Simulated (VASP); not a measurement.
Set up this calculation in VASP 6.6.1, as the native input.

```yaml
Task: single point
Functional: LDA
Potentials_or_basis: VASP PAW LDA potentials, release 64 (Si, C)
Cutoff: 600 eV
k_mesh: 10 × 6 × 6
Occupations: gaussian, width 0.05 eV
Spin: no spin polarisation
Dipole_correction: no
Further_INCAR_settings: ALGO = Normal; EDIFF = 1e-06; NBANDS = 26
```

The structure of SiC lies in POSCAR:

```
SiC
1.0
   -3.0561890844      0.0000000000      0.0000000000
    0.0000000000      0.0000000000     -5.0161734138
    0.0000000000     -5.2934747717      0.0000000000
Si C
4 4
Direct
    0.4721147153      0.9953958738      0.1666666667
    0.0349007578      0.9953958738      0.6666666667
   -0.0349007578      0.4953958738      0.3333333333
    0.5278852847      0.4953958738      0.8333333333
    0.4684459261      0.6196041262      0.1666666667
    0.0251303516      0.6196041262      0.6666666667
   -0.0251303516      0.1196041262      0.3333333333
    0.5315540739      0.1196041262      0.8333333333
```

This cell differs from its parent crystal: atoms displaced along several vibrational modes.

One way to write it, as run:

INCAR

```
ALGO = Normal ; EDIFF = 1E-6
ENCUT = 600 ; GGA = CA
GGA_COMPAT = F ; ISIF = 2
ISMEAR = 0 ; LASPH = T
LCHARG = T ; LELF = T
LREAL = F ; LVHAR = T
LWAVE = F ; NBANDS = 26
NELM = 120 ; PREC = Accurate
SIGMA = 0.05
```

KPOINTS

```
k-points
0
Gamma
  10 6 6
```

Potentials or basis: VASP PAW LDA potentials, release 64 (Si, C).

Command:

```bash
$ cat potpaw_LDA.64/Si/POTCAR potpaw_LDA.64/C/POTCAR > POTCAR
$ mpirun -np 1 vasp_std > vasp.out
```

It gave:

```yaml
Pressure: -0.1 GPa
Largest_force: 0.734 eV/Å
Band_gap_on_the_k_mesh: 2.10 eV (least direct gap 2.74 eV)
```

Caveat: the cell differs from its parent crystal (atoms displaced along several vibrational modes).

Wall time 5.7 min on 1 thread of Oxide Virtual Turin-like Processor, with other jobs on the host, peak memory 0.31 GiB.
